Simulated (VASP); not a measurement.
A run of VASP 6.6.1 is set up as follows.

Contents of INCAR:

```
SYSTEM = SnSe2
ALGO = Normal
EDIFF = 1E-7
EDIFFG = -0.01
ENCUT = 600
GGA = PE
IBRION = 2
ISIF = 3
ISMEAR = 1
LASPH = .True.
LCHARG = .False.
LREAL = .False.
LWAVE = .False.
NELM = 60
NSW = 80
PREC = Accurate
SIGMA = 0.02
```

The input KPOINTS:

```
k-points
0
Gamma
  7 7 4
  0 0 0
```

Contents of POSCAR:

```
SnSe2
1.0
    3.8200000000      0.0000000000      0.0000000000
   -1.9100000000      3.3082170425      0.0000000000
    0.0000000000      0.0000000000      6.1120000000
Sn Se
1 2
Direct
    0.0000000000      0.0000000000      0.0000000000
    0.3333333333      0.6666666667      0.2500000000
    0.6666666667      0.3333333333      0.7500000000
```

Potentials or basis: VASP PAW PBE potentials, release 64 (Sn_d, Se).

Command:

```bash
$ cat potpaw_PBE.64/Sn_d/POTCAR potpaw_PBE.64/Se/POTCAR > POTCAR
$ mpirun -np 1 vasp_std > vasp.out
```

Estimate the relaxed volume.

30.01 Å³/atom.

Estimate the relaxed cell.

a = 3.873 Å, b = 3.873 Å, c = 6.932 Å, α = 90.00°, β = 90.00°, γ = 120.00°.

Predict the space group after relaxing (to 0.1 Å).

P-3m1 (No. 164).

What does it give for the band gap on the k mesh?

0.79 eV (least direct gap 1.13 eV).

Forces in eV/Å, atoms in the order of the input:
```
Sn   0.000  0.000  0.000
Se   0.000  0.000 -0.007
Se   0.000  0.000  0.007
```

Caveat: the volume moved by over 15 % at a fixed basis, so the end points are rough; spin-orbit coupling is left out, which moves the levels of the heavy elements; an odd mesh through Γ misses points on the zone boundary, where band edges can lie; this functional lacks dispersion, which binds the layers, so the pressure and a relaxed spacing across them are unreliable.
